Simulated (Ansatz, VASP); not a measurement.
# Li2O: VASP beside Ansatz

```
Li O
1.0
     0.00000    2.26155    2.26155
     2.26155    0.00000    2.26155
     2.26155    2.26155    0.00000
Li O
2 1
Direct
  0.25000 0.25000 0.25000
  0.75000 0.75000 0.75000
  0.00000 0.00000 0.00000
```

Alike in both runs: functional PBE; dispersion D3(BJ); k mesh 8 × 8 × 8; occupations gaussian, width 0.02 eV; no spin polarisation.

Ansatz relaxed the structure, and its values are those at the end. VASP's run is a single point on that final structure, the one shown.

|  | VASP | Ansatz |
| --- | --- | --- |
| version | VASP 6.6.1 | Ansatz 0.2.0 |
| potentials or method | VASP PAW PBE potentials, release 64 (Li_sv, O), cutoff 750 eV | scalar-relativistic, plane waves, PAW |
| valence electrons in the cell | 12 | 12 |

VASP gave:

```
gap on the k mesh at the Fermi level (eV) : 5.10
least direct gap on the mesh (eV)         : 5.75
pressure (GPa)                            : -0.2
```

**Question.** Which values does Ansatz return?

**Answer.** gap on the k mesh at the Fermi level (eV): 5.12; least direct gap on the mesh (eV): 5.75; pressure (GPa): 0.0.
